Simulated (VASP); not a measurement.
Wanted: the native input for a VASP 6.6.1 run.

| Property | Result |
| --- | --- |
| Task | single point |
| Functional | PBE |
| Potentials or basis | VASP PAW PBE potentials, release 64 (Sc_sv, Tl_d, S) |
| Cutoff | 520 eV |
| k mesh | 4 × 4 × 4 |
| Occupations | gaussian, width 0.1 eV |
| Spin | no spin polarisation |
| Dipole correction | no |
| Further INCAR settings | ALGO = Normal; EDIFF = 1e-07; NBANDS = 53 |

The structure of ScTlS3 lies in POSCAR:

```
ScTlS3
1.0
    7.1971754900      0.0000000000      0.0000000000
    0.0000000000      7.1971754900      0.0000000000
    0.0000000000      0.0000000000      5.0891716000
Sc Tl S
2 2 6
Direct
    0.5000000000      0.5000000000      0.0000000000
    0.0000000000      0.0000000000      0.0000000000
    0.0000000000      0.5000000000      0.5000000000
    0.5000000000      0.0000000000      0.5000000000
    0.7810977500      0.2810977500      0.0000000000
    0.7189022500      0.7810977500      0.0000000000
    0.5000000000      0.5000000000      0.5000000000
    0.2189022500      0.7189022500      0.0000000000
    0.2810977500      0.2189022500      0.0000000000
    0.0000000000      0.0000000000      0.5000000000
```

One way to write it, as run:

INCAR

```
SYSTEM = ScTlS3
PREC = Accurate
ENCUT = 520
EDIFF = 1E-7
ISMEAR = 0
SIGMA = 0.1
LREAL = .FALSE.
LASPH = .TRUE.
NELM = 60
ALGO = Normal
ISIF = 2
LWAVE = .FALSE.
LCHARG = .FALSE.
GGA = PE
NBANDS = 53
```

KPOINTS

```
Automatic mesh
0
G
  4 4 4
  0 0 0
```

Potentials or basis: VASP PAW PBE potentials, release 64 (Sc_sv, Tl_d, S).

Command:

```sh
$ cat potpaw_PBE.64/Sc_sv/POTCAR potpaw_PBE.64/Tl_d/POTCAR potpaw_PBE.64/S/POTCAR > POTCAR
$ mpirun -np 1 vasp_std > vasp.out
```

Results of the run:

The pressure is -2.2 GPa and the largest force is 0.059 eV/Å. The band gap on the k mesh is zero (band 42 reaches 2.44 eV, above the bottom of band 43 at 2.15 eV).

Caveat: spin-orbit coupling is left out, which moves the levels of the heavy elements.

It took 5.2 min on 1 thread of Intel(R) Xeon(R) Platinum 8259CL CPU @ 2.50GHz (Skylake/Cascade Lake), on a shared host, peak memory 0.46 GiB.
